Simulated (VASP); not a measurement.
# InPd in VASP: single point with PBEsol

Aim: the single point of InPd with PBEsol.

Everything below comes from runs of VASP 6.6.1. Logs are shortened: lines on timing, memory, paths and dates and some standing lists are left out, and cuts for length are marked.

## Step 1: The cell of the first run

The cell holds a slab with vacuum, 8 atoms: a = 3.272 Å, b = 3.272 Å, c = 31.452 Å, α = 90.00°, β = 90.00°, γ = 90.00°.

## Step 2: Single point, PBEsol

Contents of INCAR:

```
SYSTEM = InPd
PREC     = Accurate       ! precision mode
ENCUT    = 400            ! plane-wave cutoff, eV
EDIFF    = 1E-6           ! SCF threshold, eV
ISMEAR   = 0              ! smearing method
SIGMA    = 0.1            ! smearing width, eV
LREAL    = .FALSE.        ! projectors in reciprocal space
LASPH    = .TRUE.         ! aspherical terms in the spheres
NELM     = 120            ! most SCF steps
ALGO     = Normal         ! electronic algorithm
ISIF     = 2              ! what is computed and relaxed
LWAVE    = .FALSE.        ! write WAVECAR
LCHARG   = .FALSE.        ! write CHGCAR
LDIPOL   = .TRUE.       
IDIPOL   = 3            
DIPOL    = 0.5 0.5 0.498
GGA      = PS             ! functional
NBANDS   = 56             ! bands
GGA_COMPAT= .FALSE.      
NELMDL   = -8
```

Contents of KPOINTS:

```
regular mesh
0
G
  15 15 1
  0 0 0
```

Contents of POSCAR:

```
InPd
1.0
    3.2718847800      0.0000000000      0.0000000000
    0.0000000000      3.2718847800      0.0000000000
    0.0000000000      0.0000000000     31.4515966179
Pd In
4 4
Direct
    0.5000000000      0.5000000000      0.3179488826
    0.5000000000      0.5000000000      0.4219780939
    0.5000000000      0.5000000000      0.5236261404
    0.5000000000      0.5000000000      0.6263575126
    0.0000000000      0.0000000000      0.3699634835
    0.0000000000      0.0000000000      0.4739926948
    0.0000000000      0.0000000000      0.5760340348
    0.0000000000      0.0000000000      0.6780181004
```

Potentials or basis: VASP PAW PBE potentials, release 64 (Pd, In_d).

On the command line:

```bash
> cat potpaw_PBE.64/Pd/POTCAR potpaw_PBE.64/In_d/POTCAR > POTCAR
> mpirun -np 1 vasp_std > vasp.out
```

OUTCAR:

```text
SYSTEM = InPd
   PREC = Accurate
   ENCUT = 400
   EDIFF = 1E-6
   ISMEAR = 0
   LREAL = .FALSE.
   LASPH = .TRUE.
   NELM = 120
   ISIF = 2
   GGA = PS
   NELMDL = -8

 ion  position               nearest neighbor table
   1  0.500  0.500  0.318-   5 2.83   5 2.83   5 2.83   5 2.83   2 3.27
   2  0.500  0.500  0.422-   6 2.83   6 2.83   6 2.83   6 2.83   5 2.83   5 2.83   5 2.83   5 2.83
                             3 3.20   1 3.27
   3  0.500  0.500  0.524-   6 2.79   6 2.79   6 2.79   6 2.79   7 2.84   7 2.84   7 2.84   7 2.84
                             2 3.20   4 3.23
   4  0.500  0.500  0.626-   7 2.80   7 2.80   7 2.80   7 2.80   8 2.83   8 2.83   8 2.83   8 2.83
                             3 3.23
   5  0.000  0.000  0.370-   1 2.83   1 2.83   1 2.83   1 2.83   2 2.83   2 2.83   2 2.83   2 2.83
                             6 3.27
   6  0.000  0.000  0.474-   3 2.79   3 2.79   3 2.79   3 2.79   2 2.83   2 2.83   2 2.83   2 2.83
                             7 3.21   5 3.27
   7  0.000  0.000  0.576-   4 2.80   4 2.80   4 2.80   4 2.80   3 2.84   3 2.84   3 2.84   3 2.84
                             8 3.21   6 3.21
   8  0.000  0.000  0.678-   4 2.83   4 2.83   4 2.83   4 2.83   7 3.21

  LATTYP: Found a simple tetragonal cell.
 ALAT       =     3.2718847800
 C/A-ratio  =     9.6126846551

  Lattice vectors:

 A1 = (   3.2718847800,   0.0000000000,   0.0000000000)
 A2 = (   0.0000000000,   3.2718847800,   0.0000000000)
 A3 = (   0.0000000000,   0.0000000000,  31.4515966179)

Analysis of symmetry for initial positions (statically):
=====================================================================
 Subroutine PRICEL returns:
 Original cell was already a primitive cell.

 Routine SETGRP: Setting up the symmetry group for a
 simple tetragonal supercell.

 Subroutine GETGRP returns: Found  8 space group operations
 (whereof  8 operations were pure point group operations)
 out of a pool of 16 trial point group operations.

The static configuration has the point symmetry C_4v.

Analysis of symmetry for dynamics (positions and initial velocities):
=====================================================================
 Subroutine PRICEL returns:
 Original cell was already a primitive cell.

 Routine SETGRP: Setting up the symmetry group for a
 simple tetragonal supercell.

 Subroutine GETGRP returns: Found  8 space group operations
 (whereof  8 operations were pure point group operations)
 out of a pool of 16 trial point group operations.

The dynamic configuration has the point symmetry C_4v.

 Subroutine INISYM returns: Found  8 space group operations
 (whereof  8 operations are pure point group operations),
 and found     1 'primitive' translations

----------------------------------------------------------------------------------------

                                     Primitive cell

  volume of cell :     336.6966

  direct lattice vectors                    reciprocal lattice vectors
     3.271884780  0.000000000  0.000000000     0.305634234  0.000000000  0.000000000
     0.000000000  3.271884780  0.000000000     0.000000000  0.305634234  0.000000000
     0.000000000  0.000000000 31.451596618     0.000000000  0.000000000  0.031794888

  length of vectors
     3.271884780  3.271884780 31.451596618     0.305634234  0.305634234  0.031794888

  position of ions in fractional coordinates (direct lattice)
     0.500000000  0.500000000  0.317948883
     0.500000000  0.500000000  0.421978094
     0.500000000  0.500000000  0.523626140
     0.500000000  0.500000000  0.626357513
     0.000000000  0.000000000  0.369963484
     0.000000000  0.000000000  0.473992695
     0.000000000  0.000000000  0.576034035
     0.000000000  0.000000000  0.678018100

  ion indices of the primitive-cell ions
   primitive index   ion index
                 1           1
                 2           2
                 3           3
                 4           4
                 5           5
                 6           6
                 7           7
                 8           8

----------------------------------------------------------------------------------------

 KPOINTS: regular mesh

Automatic generation of k-mesh.
 Grid dimensions read from file:
 generate k-points for:   15   15    1

 Generating k-lattice:

  Cartesian coordinates                     Fractional coordinates (reciprocal lattice)
     0.020375616  0.000000000  0.000000000     0.066666667  0.000000000  0.000000000
     0.000000000  0.020375616  0.000000000     0.000000000  0.066666667  0.000000000
     0.000000000  0.000000000  0.031794888     0.000000000  0.000000000  1.000000000

  Length of vectors
     0.020375616  0.020375616  0.031794888

  Shift w.r.t. Gamma in fractional coordinates (k-lattice)
     0.000000000  0.000000000  0.000000000

 Subroutine IBZKPT returns following result:
 ===========================================

 Found     36 irreducible k-points:

 Following reciprocal coordinates:
            Coordinates               Weight
  0.000000  0.000000  0.000000      1.000000
  0.066667  0.000000  0.000000      4.000000
  0.133333  0.000000  0.000000      4.000000
  0.200000  0.000000  0.000000      4.000000
  0.266667  0.000000  0.000000      4.000000
  0.333333  0.000000  0.000000      4.000000
[... 16 lines left out ...]
  0.266667  0.200000  0.000000      8.000000
  0.333333  0.200000  0.000000      8.000000
 [... further k-points ...]
   k-points           NKPTS =     36   k-points in BZ     NKDIM =     36   number of bands    NBANDS=     56
   number of dos      NEDOS =    301   number of ions     NIONS =      8
   total plane-waves  NPLWV = 120960
   dimension x,y,z NGX =    24 NGY =   24 NGZ =  210
   dimension x,y,z NGXF=    48 NGYF=   48 NGZF=  420
   ions per type =               4   4
   NGX,Y,Z   is equivalent  to a cutoff of  12.19, 12.19, 11.10 a.u.
   NGXF,Y,Z  is equivalent  to a cutoff of  24.39, 24.39, 22.20 a.u.
 SYSTEM =  InPd
   PREC   = accura    normal or accurate (medium, high low for compatibility)
   ISTART =      0    job   : 0-new  1-cont  2-samecut
   ICHARG =      2    charge: 1-file 2-atom 10-const
   ISPIN  =      1    spin polarized calculation?
   LNONCOLLINEAR =      F non collinear calculations
   LSORBIT =      F    spin-orbit coupling
   LASPH  =      T    aspherical Exc in radial PAW
   ENCUT  =  400.0 eV  29.40 Ry    5.42 a.u.   5.34  5.34 51.29*2*pi/ulx,y,z
   NELM   =    120;   NELMIN=  2; NELMDL= -8     # of ELM steps
   EDIFF  = 0.1E-05   stopping-criterion for ELM
   LREAL  =      F    real-space projection
   EDIFFG = 0.1E-04   stopping-criterion for IOM
   NSW    =      0    number of steps for IOM
   IBRION =     -1    ionic relax: 0-MD 1-quasi-New 2-CG
   NFREE  =      0    steps in history (QN), initial steepest desc. (CG)
   ISIF   =      2    stress and relaxation
   ISYM   =      2    0-nonsym 1-usesym 2-fastsym
   POTIM  = 0.5000    time-step for ionic-motion
   TEBEG  =    0.0;   TEEND  =   0.0 temperature during run
   PSTRESS=    0.0 pullay stress
   NELECT =      92.0000    total number of electrons
   NUPDOWN=      -1.0000    fix difference up-down
   EMIN   =  10.00;   EMAX   =-10.00  energy-range for DOS
   EFERMI =   0.00;   METHOD = LEGACY
   ISMEAR =     0;   SIGMA  =   0.10  broadening in eV -4-tet -1-fermi 0-gaus
   EFERMI_NEDOS =   21; number of points for ismear=-14 and -15
   IALGO  =     38    algorithm
   IMIX   =      4    mixing-type and parameters
     AMIX     =   0.40;   BMIX     =  1.00
     AMIX_MAG =   1.60;   BMIX_MAG =  1.00
  volume/ion in A,a.u.               =      42.09       284.02
  Fermi-wavevector in a.u.,A,eV,Ry     =   1.062326  2.007505 15.354676  1.128537
  Thomas-Fermi vector in A             =   2.197773
   LORBIT       =      0    0 simple, 1 ext, 2 COOP (PROOUT), +10 PAW based schemes
   GGA     = PS    functional components
   LHFCALC =     F    Hartree Fock is set to
   AEXX    =    0.0000 exact exchange contribution
   IVDW    =     0    specifies the selected vdW correction
   LEPSILON=     F    determine dielectric tensor
   LRPA    =     F    only Hartree local field effects (RPA)
 non-spin polarized calculation
 Gauss-broadening in eV      SIGMA  =   0.10
  energy-cutoff  :      400.00
  volume of cell :      336.70
 maximum number of plane-waves:      6179
 NGX is ok and might be reduce to    24
   NGX = 11   NGY = 11   NGZ =103

 dipolmoment           0.000000      0.000000      0.019022 electrons x Angstroem

 number of electron      91.9999989 magnetization

 dipolmoment           0.000000      0.000000     -0.029639 electrons x Angstroem

 Free energy of the ion-electron system (eV)
  ---------------------------------------------------
  ext. energy  EPLUGINS =         0.00000000
  ---------------------------------------------------
  free energy    TOTEN  =       -37.86763268 eV

  energy without entropy =      -37.84466380  energy(sigma->0) =      -37.85614824

 E-fermi :   1.6370     XC(G=0):  -5.7922

 val. band max:        1.6296456711   @ k =   0.4667   0.2667   0.0000
 cond. band min:       1.6442760970   @ k =   0.4667   0.1333   0.0000
 fundamental gap:      0.0146304259
 Fermi energy:         1.6369540219

 k-point     1 :       0.0000    0.0000    0.0000
  band No.  band energies     occupation
      1     -13.2726      2.00000
      2     -13.2295      2.00000
      3     -13.2215      2.00000
      4     -13.0411      2.00000
      5     -12.9714      2.00000
      6     -12.9571      2.00000
[... 48 lines left out ...]
     55       7.2383      0.00000
     56       7.2383      0.00000

 k-point     2 :       0.0667    0.0000    0.0000
  band No.  band energies     occupation
      1     -13.2616      2.00000
      2     -13.2231      2.00000
      3     -13.2103      2.00000
      4     -13.0346      2.00000
      5     -12.9681      2.00000
      6     -12.9600      2.00000
[... 48 lines left out ...]
     55       6.8988      0.00000
     56       7.3467      0.00000

 k-point     3 :       0.1333    0.0000    0.0000
  band No.  band energies     occupation
      1     -13.2412      2.00000
      2     -13.1974      2.00000
      3     -13.1789      2.00000
      4     -13.0134      2.00000
      5     -12.9976      2.00000
      6     -12.9616      2.00000
[... 1172 lines left out ...]
 k-point    23 :       0.2667    0.2000    0.0000
  band No.  band energies     occupation
      1     -13.1274      2.00000
      2     -13.0864      2.00000
      3     -13.0294      2.00000
      4     -13.0148      2.00000
      5     -13.0089      2.00000
      6     -12.9848      2.00000
[... 48 lines left out ...]
     55       6.1652      0.00000
     56       7.0037      0.00000

 k-point    24 :       0.3333    0.2000    0.0000
  band No.  band energies     occupation
      1     -13.1224      2.00000
      2     -13.1160      2.00000
      3     -13.0419      2.00000
      4     -13.0307      2.00000
      5     -13.0069      2.00000
      6     -12.9954      2.00000
[... 48 lines left out ...]
     55       6.6417      0.00000
     56       6.8108      0.00000

 [... further k-points ...]

------------------------ aborting loop because EDIFF is reached ----------------------------------------

 vacuum level on the upper side and lower side of the slab       (xc-potential included)        -0.435         0.051

  FORCE on cell =-STRESS in cart. coord.  units (eV):
  Direction    XX          YY          ZZ          XY          YZ          ZX
  --------------------------------------------------------------------------------------
  -------------------------------------------------------------------------------------
  Total       -4.0363353     -4.0363353     -1.7582453      0.0000000      0.0000000      0.0000000
  in kB      -19.2069816    -19.2069816     -8.3666449      0.0000000      0.0000000      0.0000000
  external PRESSURE =     -15.5935361 kB  Pullay stress =       0.0000000 kB

 VOLUME and BASIS-vectors are now :
 -----------------------------------------------------------------------------
  energy-cutoff  :      400.00
  volume of cell :      336.70
      direct lattice vectors                 reciprocal lattice vectors
     3.271884780  0.000000000  0.000000000     0.305634234  0.000000000  0.000000000
     0.000000000  3.271884780  0.000000000     0.000000000  0.305634234  0.000000000
     0.000000000  0.000000000 31.451596618     0.000000000  0.000000000  0.031794888

 POSITION                                       TOTAL-FORCE (eV/Angst)
 -----------------------------------------------------------------------------------
      1.63594      1.63594     10.00000         0.000000     -0.000000      1.140472
      1.63594      1.63594     13.27188         0.000000      0.000000      0.246753
      1.63594      1.63594     16.46888         0.000000      0.000000     -0.017975
      1.63594      1.63594     19.69994        -0.000000      0.000000     -0.099557
      0.00000      0.00000     11.63594         0.000000      0.000000     -1.129978
      0.00000      0.00000     14.90783        -0.000000      0.000000     -0.336083
      0.00000      0.00000     18.11719         0.000000      0.000000     -0.018151
      0.00000      0.00000     21.32475         0.000000      0.000000      0.214519
 -----------------------------------------------------------------------------------
    total drift:                                0.000000      0.000000      0.000153

  FREE ENERGIE OF THE ION-ELECTRON SYSTEM (eV)
  ---------------------------------------------------
  free  energy   TOTEN  =       -37.8676326826 eV

  energy  without entropy=      -37.8446638000  energy(sigma->0) =      -37.85614824

 vacuum level on the upper side and lower side of the slab         5.722         6.218
```

Run time: 19 min. Hardware: 1 thread of AMD EPYC 7R13 (Zen 3), shared host; peak memory 0.55 GiB.

Results:

| Quantity | Value |
| --- | --- |
| Free energy | -37.8676 eV |
| Largest force | 1.140 eV/Å |
| Band gap on the k mesh | zero (bands 46 and 47 overlap by 1.80 eV) |

Forces in eV/Å, atoms in the order of the input:
```
Pd   0.000  0.000  1.140
Pd   0.000  0.000  0.247
Pd   0.000  0.000 -0.018
Pd   0.000  0.000 -0.100
In   0.000  0.000 -1.130
In   0.000  0.000 -0.336
In   0.000  0.000 -0.018
In   0.000  0.000  0.215
```

Caveat: the PAW data sets were made with another functional, which shifts forces and pressure a little; spin-orbit coupling is left out, which moves the levels of the heavy elements.
